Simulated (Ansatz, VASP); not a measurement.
## CO2 in VASP and in Ansatz

File INCAR:

```
PREC = Accurate
ENCUT = 520
EDIFF = 1E-7
ISMEAR = -1
SIGMA = 0.05
LREAL = F
LASPH = T
NELM = 100
ALGO = Normal
ISIF = 2
LWAVE = F
LCHARG = T
GGA = PS
LELF = T
LVHAR = T
NBANDS = 25
```

KPOINTS

```
regular mesh
0
Gamma
  9 9 9
```

File POSCAR:

```
CO2
1.0
   -1.9878050434      1.9878050434      3.0340192307
    1.9878050434     -1.9878050434      3.0340192307
    1.9878050434      1.9878050434     -3.0340192307
O C
4 2
Direct
    0.8750000000      0.9597980000      0.5847980000
    0.3750000000      0.2902020000      0.4152020000
    0.0402020000      0.6250000000      0.9152020000
    0.7097980000      0.1250000000      0.0847980000
    0.0000000000      0.0000000000      0.0000000000
    0.7500000000      0.2500000000      0.5000000000
```

Contents of input.yaml:

```yaml
crystal:
  lattice:
    - [-1.9878050434, 1.9878050434, 3.0340192307]
    - [1.9878050434, -1.9878050434, 3.0340192307]
    - [1.9878050434, 1.9878050434, -3.0340192307]
  atoms:
    - { symbol: O, position: [0.875, 0.959798, 0.584798] }
    - { symbol: O, position: [0.375, 0.290202, 0.415202] }
    - { symbol: O, position: [0.040202, 0.625, 0.915202] }
    - { symbol: O, position: [0.709798, 0.125, 0.084798] }
    - { symbol: C, position: [0.0, 0.0, 0.0] }
    - { symbol: C, position: [0.75, 0.25, 0.5] }
kpoints:
  mp_grid: { grid: [9, 9, 9] }
scf:
  occupations: { method: fermi_dirac, width: 0.05 }
hamiltonian:
  xc: pbesol
  pseudopotentials: { kind: all_electron, lapw: { basis_error: 0.001 } }
output:
  forces: true
  stress: true
  eigenvalues: true
```

Change from the starting cell: volume scaled by 1.02.

Alike in both runs: task single point; functional PBEsol; k mesh 9 × 9 × 9; occupations fermi-dirac, width 0.05 eV; no spin polarisation.

|  | VASP | Ansatz |
| --- | --- | --- |
| version | VASP 6.6.1 | Ansatz 0.2.0 |
| potentials or method | VASP PAW PBE potentials, release 64 (O, C), cutoff 520 eV | all-electron LAPW, scalar-relativistic |

```csv
,VASP,Ansatz,Ansatz less VASP
gap on the k mesh at the Fermi level (eV),7.45,7.49,+0.044
least direct gap on the mesh (eV),7.87,7.93,+0.059
pressure (GPa),-9.7,-11.0,-1.30
"traceless stress, the component that is largest in VASP (GPa)",-0.89,-0.81,+0.082
rms of the force components (eV/Å),0.181,0.215,+0.0334
```

VASP's potentials were made for PBE, not for PBEsol. Atom by atom the forces differ by 0.033 eV/Å (rms over components). Ansatz ran all-electron here, and VASP with PAW potentials.
